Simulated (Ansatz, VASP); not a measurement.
**One calculation of AlSn, two programs**

```
Sn Al
1.0
     4.28044    0.00000    0.00000
    -2.14022    3.70697    0.00000
     0.00000    0.00000    3.37170
Sn Al
1 1
Direct
  0.33333 0.66667 0.50000
  0.00000 0.00000 0.00000
```

Alike in both runs: task single point; functional r2SCAN; k mesh 7 × 7 × 8; occupations fermi-dirac, width 0.05 eV; no spin polarisation.

```csv
,VASP,Ansatz
version,VASP 6.6.1,Ansatz 0.2.0
potentials or method,"VASP PAW PBE potentials, release 64 (Sn_d, Al)",Ansatz PAW
plane-wave cutoff (eV),520,500
valence electrons in the cell,17,17
```

|  | VASP | Ansatz | Ansatz less VASP |
| --- | --- | --- | --- |
| gap on the k mesh at the Fermi level (eV) | none | none | - |
| pressure (GPa) | -3.8 | -3.7 | +0.12 |
| traceless stress, the component that is largest in VASP (GPa) | -0.99 | -0.99 | -0.004 |

VASP's potentials were made for PBE, not for r2SCAN. A gap of «none» marks a metal or a gap that the smearing closes.
